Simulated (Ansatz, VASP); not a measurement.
## Two plane-wave programs on Se

```
Se
1.0
     4.29218    0.00000    0.00000
    -2.14609    3.71714    0.00000
     0.00000    0.00000    4.86962
Se
3
Direct
  0.22540 0.00000 0.33333
  0.00000 0.22540 0.66667
  0.77460 0.77460 0.00000
```

Alike in both runs: task single point; functional PBE; k mesh 5 × 5 × 4; no spin polarisation.

|  | VASP | Ansatz |
| --- | --- | --- |
| version | VASP 6.6.1 | Ansatz 0.2.0 |
| potentials or method | VASP PAW PBE potentials, release 64 (Se), cutoff 500 eV | plane waves, PAW |
| occupations | gaussian, width 0.01 eV | fixed |
| valence electrons in the cell | 18 | 48 |

Ansatz gave:

| Property | Result |
| --- | --- |
| pressure (GPa) | 6.3 |
| traceless stress, the component that is largest in VASP (GPa) | 2.48 |

Q: Which values does VASP return?

A: Pressure (GPa): 6.5; traceless stress, the component that is largest in VASP (GPa): 2.55.

VASP's potentials hold 18 valence electrons a cell and Ansatz's 48, so a difference there can come from the potentials and not from the codes.
